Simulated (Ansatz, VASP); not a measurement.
**One calculation of PbF2, two programs**

```xyz
3
Lattice="0.0000 2.9637 2.9637 2.9637 0.0000 2.9637 2.9637 2.9637 0.0000" Properties=species:S:1:pos:R:3 pbc="T T T"
Pb    0.0000    0.0000    0.0000
F     4.4455    4.4455    4.4455
F     1.4818    1.4818    1.4818
```

Alike in both runs: task relaxation of cell and atoms; functional BLYP; k mesh 8 × 8 × 8; occupations fermi-dirac, width 0.05 eV; no spin polarisation.

|  | VASP | Ansatz |
| --- | --- | --- |
| version | VASP 6.6.1 | Ansatz 0.2.0 |
| potentials or method | VASP PAW PBE potentials, release 64 (Pb_d, F) | Ansatz PAW |
| plane-wave cutoff (eV) | 600 | 420 |
| valence electrons in the cell | 28 | 28 |

|  | VASP | Ansatz | Ansatz less VASP |
| --- | --- | --- | --- |
| gap on the k mesh at the Fermi level, each at its own relaxed structure (eV) | 4.47 | 4.48 | +0.018 |
| relaxed volume (Å³/atom) | 18.57 | 18.56 | -0.010 |
| relaxed length of the cell vector where the two differ most in proportion (Å) | 4.287 | 4.286 | -0.0008 |

VASP's potentials were made for PBE, not for BLYP.

Spin-orbit coupling is off throughout. Noted on Ansatz's run: the plane-wave basis is chosen anew once the cell has moved, so the energies of steps on either side of that aren't comparable.
